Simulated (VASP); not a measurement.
# ZrB2 (P6/mmm) in VASP: further runs

ZrB2 is run at these levels: BLYP; tasks: single point, relaxation of cell and atoms.

Everything below comes from runs of VASP 6.6.1. Logs are shortened: lines on timing, memory, paths and dates and some standing lists are left out, and cuts for length are marked.

## 1. The cell of the first run

The structure is hexagonal, space group P6/mmm (No. 191). Conventional cell: a = 3.184 Å, b = 3.184 Å, c = 3.616 Å, α = 90.00°, β = 90.00°, γ = 120.00°. Within 3.4 Å of Zr (site symmetry 6/mmm) lie 12 B at 2.58 Å and 6 Zr at 3.18 Å. Within 2.4 Å of B (site symmetry -6m2) lie 3 B at 1.84 Å.

## 2. Single point, BLYP

The input, INCAR:

```
PREC     = Accurate       # precision mode
ENCUT    = 520            # plane-wave cutoff, eV
EDIFF    = 1E-6           # SCF threshold, eV
ISMEAR   = -1             # smearing method
SIGMA    = 0.05           # smearing width, eV
LREAL    = False          # projectors in reciprocal space
LASPH    = True           # aspherical terms in the spheres
NELM     = 80             # most SCF steps
ALGO     = Normal         # electronic algorithm
ISIF     = 2              # what is computed and relaxed
LWAVE    = False          # write WAVECAR
LCHARG   = True           # write CHGCAR
GGA      = B5             # functional
ALDAX    = 1.0          
AGGAX    = 1.0          
AGGAC    = 1.0          
ALDAC    = 0.0          
LELF     = True           # ELF
LVHAR    = True         
NBANDS   = 16             # bands
```

The input, KPOINTS:

```
Automatic mesh
0
Gamma
  10 10 8
```

The input, POSCAR:

```
ZrB2
1.0
    3.1844020176      0.0000000000      0.0000000000
   -1.5922010088      2.7577730431      0.0000000000
    0.0000000000      0.0000000000      3.6156358990
Zr B
1 2
Direct
    0.0000000000      0.0000000000      0.0000000000
    0.6666666667      0.3333333333      0.5000000000
    0.3333333333      0.6666666667      0.5000000000
```

Potentials or basis: VASP PAW PBE potentials, release 64 (Zr_sv, B).

Run with:

```bash
cat potpaw_PBE.64/Zr_sv/POTCAR potpaw_PBE.64/B/POTCAR > POTCAR
mpirun -np 1 vasp_std > vasp.out
```

OUTCAR:

```text
PREC = Accurate
   ENCUT = 520
   EDIFF = 1E-6
   ISMEAR = -1
   LREAL = False
   LASPH = True
   NELM = 80
   ISIF = 2
   GGA = B5

 ion  position               nearest neighbor table
   1  0.000  0.000  0.000-   2 2.58   3 2.58   2 2.58   3 2.58   3 2.58   3 2.58   2 2.58   2 2.58
                             2 2.58   2 2.58   3 2.58   3 2.58
   2  0.667  0.333  0.500-   3 1.84   3 1.84   3 1.84   1 2.58   1 2.58   1 2.58   1 2.58   1 2.58
                             1 2.58
   3  0.333  0.667  0.500-   2 1.84   2 1.84   2 1.84   1 2.58   1 2.58   1 2.58   1 2.58   1 2.58
                             1 2.58

  LATTYP: Found a hexagonal cell.
 ALAT       =     3.1844020176
 C/A-ratio  =     1.1354206784

  Lattice vectors:

 A1 = (   3.1844020176,   0.0000000000,   0.0000000000)
 A2 = (  -1.5922010088,   2.7577730431,   0.0000000000)
 A3 = (   0.0000000000,   0.0000000000,   3.6156358990)

Analysis of symmetry for initial positions (statically):
=====================================================================
 Subroutine PRICEL returns:
 Original cell was already a primitive cell.

 Routine SETGRP: Setting up the symmetry group for a
 hexagonal supercell.

 Subroutine GETGRP returns: Found 24 space group operations
 (whereof 24 operations were pure point group operations)
 out of a pool of 24 trial point group operations.

The static configuration has the point symmetry D_6h.

Analysis of symmetry for dynamics (positions and initial velocities):
=====================================================================
 Subroutine PRICEL returns:
 Original cell was already a primitive cell.

 Routine SETGRP: Setting up the symmetry group for a
 hexagonal supercell.

 Subroutine GETGRP returns: Found 24 space group operations
 (whereof 24 operations were pure point group operations)
 out of a pool of 24 trial point group operations.

The dynamic configuration has the point symmetry D_6h.

 Subroutine INISYM returns: Found 24 space group operations
 (whereof 24 operations are pure point group operations),
 and found     1 'primitive' translations

----------------------------------------------------------------------------------------

                                     Primitive cell

  volume of cell :      31.7520

  direct lattice vectors                    reciprocal lattice vectors
     3.184402018  0.000000000  0.000000000     0.314030702  0.181305710  0.000000000
    -1.592201009  2.757773043  0.000000000     0.000000000  0.362611420  0.000000000
     0.000000000  0.000000000  3.615635899     0.000000000  0.000000000  0.276576522

  length of vectors
     3.184402018  3.184402018  3.615635899     0.362611420  0.362611420  0.276576522

  position of ions in fractional coordinates (direct lattice)
     0.000000000  0.000000000  0.000000000
     0.666666667  0.333333333  0.500000000
     0.333333333  0.666666667  0.500000000

  ion indices of the primitive-cell ions
   primitive index   ion index
                 1           1
                 2           2
                 3           3

----------------------------------------------------------------------------------------

 KPOINTS: Automatic mesh

Automatic generation of k-mesh.
 Grid dimensions read from file:
 generate k-points for:   10   10    8

 Generating k-lattice:

  Cartesian coordinates                     Fractional coordinates (reciprocal lattice)
     0.031403070  0.018130571  0.000000000     0.100000000  0.000000000  0.000000000
     0.000000000  0.036261142  0.000000000     0.000000000  0.100000000  0.000000000
     0.000000000  0.000000000  0.034572065     0.000000000  0.000000000  0.125000000

  Length of vectors
     0.036261142  0.036261142  0.034572065

  Shift w.r.t. Gamma in fractional coordinates (k-lattice)
     0.000000000  0.000000000  0.000000000

 Subroutine IBZKPT returns following result:
 ===========================================

 Found     70 irreducible k-points:

 Following reciprocal coordinates:
            Coordinates               Weight
  0.000000  0.000000  0.000000      1.000000
  0.100000  0.000000  0.000000      6.000000
  0.200000  0.000000  0.000000      6.000000
  0.300000  0.000000  0.000000      6.000000
  0.400000  0.000000  0.000000      6.000000
  0.500000  0.000000  0.000000      3.000000
[... 16 lines left out ...]
  0.300000  0.100000  0.125000     24.000000
  0.400000  0.100000  0.125000     24.000000
 [... further k-points ...]
   k-points           NKPTS =     70   k-points in BZ     NKDIM =     70   number of bands    NBANDS=     16
   number of dos      NEDOS =    301   number of ions     NIONS =      3
   total plane-waves  NPLWV =  16128
   dimension x,y,z NGX =    24 NGY =   24 NGZ =   28
   dimension x,y,z NGXF=    48 NGYF=   48 NGZF=   56
   ions per type =               1   2
   NGX,Y,Z   is equivalent  to a cutoff of  12.53, 12.53, 12.87 a.u.
   NGXF,Y,Z  is equivalent  to a cutoff of  25.06, 25.06, 25.75 a.u.
 SYSTEM =  unknown system
   PREC   = accura    normal or accurate (medium, high low for compatibility)
   ISTART =      0    job   : 0-new  1-cont  2-samecut
   ICHARG =      2    charge: 1-file 2-atom 10-const
   ISPIN  =      1    spin polarized calculation?
   LNONCOLLINEAR =      F non collinear calculations
   LSORBIT =      F    spin-orbit coupling
   LASPH  =      T    aspherical Exc in radial PAW
   ENCUT  =  520.0 eV  38.22 Ry    6.18 a.u.   5.92  5.92  6.72*2*pi/ulx,y,z
   NELM   =     80;   NELMIN=  2; NELMDL= -5     # of ELM steps
   EDIFF  = 0.1E-05   stopping-criterion for ELM
   LREAL  =      F    real-space projection
   EDIFFG = 0.1E-04   stopping-criterion for IOM
   NSW    =      0    number of steps for IOM
   IBRION =     -1    ionic relax: 0-MD 1-quasi-New 2-CG
   NFREE  =      0    steps in history (QN), initial steepest desc. (CG)
   ISIF   =      2    stress and relaxation
   ISYM   =      2    0-nonsym 1-usesym 2-fastsym
   POTIM  = 0.5000    time-step for ionic-motion
   TEBEG  =    0.0;   TEEND  =   0.0 temperature during run
   PSTRESS=    0.0 pullay stress
   NELECT =      18.0000    total number of electrons
   NUPDOWN=      -1.0000    fix difference up-down
   EMIN   =  10.00;   EMAX   =-10.00  energy-range for DOS
   EFERMI =   0.00;   METHOD = LEGACY
   ISMEAR =    -1;   SIGMA  =   0.05  broadening in eV -4-tet -1-fermi 0-gaus
   EFERMI_NEDOS =   21; number of points for ismear=-14 and -15
   IALGO  =     38    algorithm
   IMIX   =      4    mixing-type and parameters
     AMIX     =   0.40;   BMIX     =  1.00
     AMIX_MAG =   1.60;   BMIX_MAG =  1.00
  volume/ion in A,a.u.               =      10.58        71.42
  Fermi-wavevector in a.u.,A,eV,Ry     =   1.354904  2.560398 24.977109  1.835766
  Thomas-Fermi vector in A             =   2.482037
   LORBIT       =      0    0 simple, 1 ext, 2 COOP (PROOUT), +10 PAW based schemes
   GGA     = B5    functional components
   LHFCALC =     F    Hartree Fock is set to
   AEXX    =    0.0000 exact exchange contribution
   IVDW    =     0    specifies the selected vdW correction
   LEPSILON=     F    determine dielectric tensor
   LRPA    =     F    only Hartree local field effects (RPA)
 non-spin polarized calculation
  energy-cutoff  :      520.00
  volume of cell :       31.75
 maximum number of plane-waves:       868
 NGX is ok and might be reduce to    24
   NGX = 11   NGY = 11   NGZ = 13

 number of electron      18.0000000 magnetization

 Free energy of the ion-electron system (eV)
  ---------------------------------------------------
  ext. energy  EPLUGINS =         0.00000000
  ---------------------------------------------------
  free energy    TOTEN  =       -22.12075685 eV

  energy without entropy =      -22.11788898  energy(sigma->0) =      -22.11932292

 E-fermi :  10.5939     XC(G=0): -11.6429

 val. band max:       10.5930772302   @ k =   0.0000   0.0000   0.2500
 cond. band min:      10.7353524246   @ k =   0.1000   0.0000   0.5000
 fundamental gap:      0.1422751944
 Fermi energy:        10.5939226610

 k-point     1 :       0.0000    0.0000    0.0000
  band No.  band energies     occupation
      1     -38.1766      2.00000
      2     -16.4201      2.00000
      3     -15.8999      2.00000
      4     -15.8999      2.00000
      5      -1.8130      2.00000
      6       8.1805      2.00000
[... 8 lines left out ...]
     15      15.9306      0.00000
     16      15.9306      0.00000

 k-point     2 :       0.1000    0.0000    0.0000
  band No.  band energies     occupation
      1     -38.1665      2.00000
      2     -16.4053      2.00000
      3     -15.9869      2.00000
      4     -15.9190      2.00000
      5      -1.6221      2.00000
      6       7.6172      2.00000
[... 8 lines left out ...]
     15      16.4411      0.00000
     16      16.9328      0.00000

 k-point     3 :       0.2000    0.0000    0.0000
  band No.  band energies     occupation
      1     -38.1399      2.00000
      2     -16.3663      2.00000
      3     -16.2089      2.00000
      4     -15.9686      2.00000
      5      -1.0763      2.00000
      6       6.3632      2.00000
[... 8 lines left out ...]
     15      17.1481      0.00000
     16      18.2155      0.00000

 k-point     4 :       0.3000    0.0000    0.0000
  band No.  band energies     occupation
      1     -38.1067      2.00000
      2     -16.4726      2.00000
      3     -16.3176      2.00000
      4     -16.0290      2.00000
      5      -0.2365      2.00000
      6       4.9173      2.00000
[... 8 lines left out ...]
     15      17.9957      0.00000
     16      20.2310      0.00000
[... 324 lines left out ...]
 k-point    22 :       0.2000    0.1000    0.1250
  band No.  band energies     occupation
      1     -38.1163      2.00000
      2     -16.3759      2.00000
      3     -16.3520      2.00000
      4     -16.0271      2.00000
      5      -0.4307      2.00000
      6       5.5862      2.00000
[... 8 lines left out ...]
     15      17.5901      0.00000
     16      18.9992      0.00000

 k-point    23 :       0.3000    0.1000    0.1250
  band No.  band energies     occupation
      1     -38.0862      2.00000
      2     -16.5742      2.00000
      3     -16.3244      2.00000
      4     -16.0972      2.00000
      5       0.4663      2.00000
      6       4.1816      2.00000
[... 8 lines left out ...]
     15      17.7866      0.00000
     16      20.6420      0.00000

 k-point    24 :       0.4000    0.1000    0.1250
  band No.  band energies     occupation
      1     -38.0675      2.00000
      2     -16.7049      2.00000
      3     -16.2955      2.00000
      4     -16.1401      2.00000
      5       1.5524      2.00000
      6       2.8268      2.00000
[... 8 lines left out ...]
     15      18.5299      0.00000
     16      20.2947      0.00000

 [... further k-points ...]

------------------------ aborting loop because EDIFF is reached ----------------------------------------

  FORCE on cell =-STRESS in cart. coord.  units (eV):
  Direction    XX          YY          ZZ          XY          YZ          ZX
  --------------------------------------------------------------------------------------
  -------------------------------------------------------------------------------------
  Total        0.0561113      0.0561113      0.0885867      0.0000000      0.0000000     -0.0000000
  in kB        2.8313243      2.8313243      4.4700029      0.0000000      0.0000000     -0.0000000
  external PRESSURE =       3.3775505 kB  Pullay stress =       0.0000000 kB

 VOLUME and BASIS-vectors are now :
 -----------------------------------------------------------------------------
  energy-cutoff  :      520.00
  volume of cell :       31.75
      direct lattice vectors                 reciprocal lattice vectors
     3.184402018  0.000000000  0.000000000     0.314030702  0.181305710  0.000000000
    -1.592201009  2.757773043  0.000000000     0.000000000  0.362611420  0.000000000
     0.000000000  0.000000000  3.615635899     0.000000000  0.000000000  0.276576522

 POSITION                                       TOTAL-FORCE (eV/Angst)
 -----------------------------------------------------------------------------------
      0.00000      0.00000      0.00000         0.000000      0.000000      0.000000
      1.59220      0.91926      1.80782         0.000000     -0.000000      0.000000
     -0.00000      1.83852      1.80782        -0.000000      0.000000      0.000000
 -----------------------------------------------------------------------------------
    total drift:                               -0.000000      0.000000      0.000000

  FREE ENERGIE OF THE ION-ELECTRON SYSTEM (eV)
  ---------------------------------------------------
  free  energy   TOTEN  =       -22.1207568477 eV

  energy  without entropy=      -22.1178889831  energy(sigma->0) =      -22.11932292
```

Run time: 16 s. Hardware: 1 thread of Intel Xeon Platinum 8559C (Emerald Rapids), shared host; peak memory 0.16 GiB.

Results:

| Property | Result |
| --- | --- |
| Free energy | -22.1208 eV |
| Pressure | 0.3 GPa |
| Band gap on the k mesh | zero (bands 9 and 10 overlap by 0.96 eV) |

Stress tensor (GPa, compression positive):
```
0.28 0.00 0.00
0.00 0.28 0.00
0.00 0.00 0.45
```

Caveat: the PAW data sets were made with another functional, which shifts forces and pressure a little.

## 3. Relaxation of cell and atoms, BLYP

This run uses another cell than the first one, of 10.25 Å³/atom.

The input, INCAR:

```
PREC = Accurate
ENCUT = 600
EDIFF = 1E-6
ISMEAR = -1
SIGMA = 0.05
LREAL = F
LASPH = T
NELM = 80
ALGO = Normal
ISIF = 3
LWAVE = F
LCHARG = F
GGA = B5
ALDAX = 1.0
AGGAX = 1.0
AGGAC = 1.0
ALDAC = 0.0
IBRION = 2
NSW = 60
EDIFFG = -0.01
```

The input, KPOINTS:

```
regular mesh
0
Gamma
  10 10 8
```

The input, POSCAR:

```
ZrB2
1.0
    3.1700000000      0.0000000000      0.0000000000
   -1.5850000000      2.7453005300      0.0000000000
    0.0000000000      0.0000000000      3.5330000000
Zr B
1 2
Direct
    0.0000000000      0.0000000000      0.0000000000
    0.6666666667      0.3333333333      0.5000000000
    0.3333333333      0.6666666667      0.5000000000
```

Potentials or basis: VASP PAW PBE potentials, release 64 (Zr_sv, B).

Run with:

```bash
cat potpaw_PBE.64/Zr_sv/POTCAR potpaw_PBE.64/B/POTCAR > POTCAR
mpirun -np 1 vasp_std > vasp.out
```

Run time: 65 s. Hardware: 1 thread of Intel Xeon Platinum 8559C (Emerald Rapids), shared host; peak memory 0.18 GiB.

It converged, with:

| Item | Value |
| --- | --- |
| Free energy | -22.1204 eV |
| Relaxed volume | 10.60 Å³/atom |
| Relaxed cell | a = 3.186 Å, b = 3.186 Å, c = 3.618 Å, α = 90.00°, β = 90.00°, γ = 120.00° |
| Space group after relaxing (to 0.1 Å) | P6/mmm (No. 191) |
| Energy gained by relaxing | 10.4 meV/atom |
| Ionic steps | 4 |
| Pressure after relaxing | -0.1 GPa |
| Band gap on the k mesh | zero (bands 9 and 10 overlap by 0.96 eV) |

Stress tensor (GPa, compression positive):
```
-0.14  0.00  0.00
 0.00 -0.14  0.00
 0.00  0.00  0.09
```

The path:
| step | energy change (eV) | largest force (eV/Å) | pressure (GPa) | volume (Å³) |
| --- | --- | --- | --- | --- |
| 1 | 0.0000 | 0.0000 | 7.72 | 30.75 |
| 2 | -0.0017 | 0.0000 | -7.61 | 33.00 |
| 3 | -0.0287 | 0.0000 | -0.57 | 31.86 |
| 4 | -0.0312 | 0.0000 | -0.06 | 31.81 |

Final structure:
```
CELL_PARAMETERS angstrom
3.18635 0.00000 0.00000
-1.59318 2.75946 0.00000
0.00000 0.00000 3.61767
ATOMIC_POSITIONS crystal
Zr 0.00000 0.00000 0.00000
B 0.66667 0.33333 0.50000
B 0.33333 0.66667 0.50000
```

Levels at points of the mesh, in eV from the Fermi level:
| k point | band 6 | band 7 | band 8 | band 9 | band 10 | band 11 | band 12 | band 13 |
| --- | --- | --- | --- | --- | --- | --- | --- | --- |
| (0.00, 0.00, 0.00) | -2.41 | -2.41 | -2.40 | -2.38 | 3.24 | 3.24 | 3.77 | 3.77 |
| (0.50, 0.00, 0.00) | -8.38 | -3.79 | -2.93 | -2.42 | 2.18 | 2.21 | 4.69 | 4.71 |
| (0.00, 0.00, 0.50) | -6.65 | -0.89 | -0.89 | 0.58 | 0.58 | 0.77 | 0.77 | 1.47 |
| (0.50, 0.00, 0.50) | -6.88 | -4.33 | -3.87 | -1.89 | 3.35 | 4.22 | 5.01 | 5.61 |

Caveat: the PAW data sets were made with another functional, which shifts forces and pressure a little.

The gap in the log of VASP goes by the Fermi energy; the results here count the filled bands.